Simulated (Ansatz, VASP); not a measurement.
Fe: VASP beside Ansatz

File INCAR:

```
SYSTEM = Fe
PREC = Accurate
ENCUT = 520
EDIFF = 1E-7
ISMEAR = -1
SIGMA = 0.1
LREAL = .False.
LASPH = .True.
NELM = 150
ALGO = Normal
ISIF = 2
LWAVE = .False.
LCHARG = .False.
MAGMOM = 0 0 0
LORBIT = 11
LSORBIT = .True.
GGA_COMPAT = .False.
LORBMOM = .True.
LMAXMIX = 4
NBANDS = 19
```

The input KPOINTS:

```
Automatic mesh
0
Gamma
  16 16 16
  0 0 0
```

POSCAR

```
Fe
1.0
   -1.3498227877      1.3498227877      1.3498227877
    1.3498227877     -1.3498227877      1.3498227877
    1.3498227877      1.3498227877     -1.3498227877
Fe
1
Direct
    0.0000000000      0.0000000000      0.0000000000
```

Input for Ansatz:

```yaml
crystal:
  lattice:
    - [-1.3498227877, 1.3498227877, 1.3498227877]
    - [1.3498227877, -1.3498227877, 1.3498227877]
    - [1.3498227877, 1.3498227877, -1.3498227877]
  atoms:
    - { symbol: Fe, position: [0.0, 0.0, 0.0] }
hamiltonian:
  xc: lda
  pseudopotentials:
    kind: paw_fr
    azcp:
      Fe: "pseudopotentials/Fe.paw.azcp"
basis:
  ecutwfc: 420
  fft_grid_basis: typed
kpoints:
  mp_grid: { grid: [16, 16, 16], shift: [0, 0, 0] }
magnetization:
  noncollinear: true
  spin_orbit: true
scf:
  occupations: { method: fermi_dirac, width: 0.1 }
```

Alike in both runs: task single point; functional LDA; k mesh 16 × 16 × 16; occupations fermi-dirac, width 0.1 eV; non-collinear spin, spin-orbit coupling.

|  | VASP | Ansatz |
| --- | --- | --- |
| version | VASP 6.6.1 | Ansatz 0.2.0 |
| potentials or method | VASP PAW LDA potentials, release 64 (Fe), cutoff 520 eV | plane waves (420 eV) with PAW, fully relativistic with spin-orbit coupling |
| valence electrons in the cell | 8 | 16 |

```csv
,VASP,Ansatz,Ansatz less VASP
net moment per atom (μB),0.00,0.00,0.000
```

Ansatz warns that its potentials were made for another functional, while VASP's fit it. LDA's correlation is that of Perdew and Zunger in VASP and of Perdew and Wang (1992) in Ansatz. VASP's potentials hold 8 valence electrons a cell and Ansatz's 16, so a difference there can come from the potentials and not from the codes.
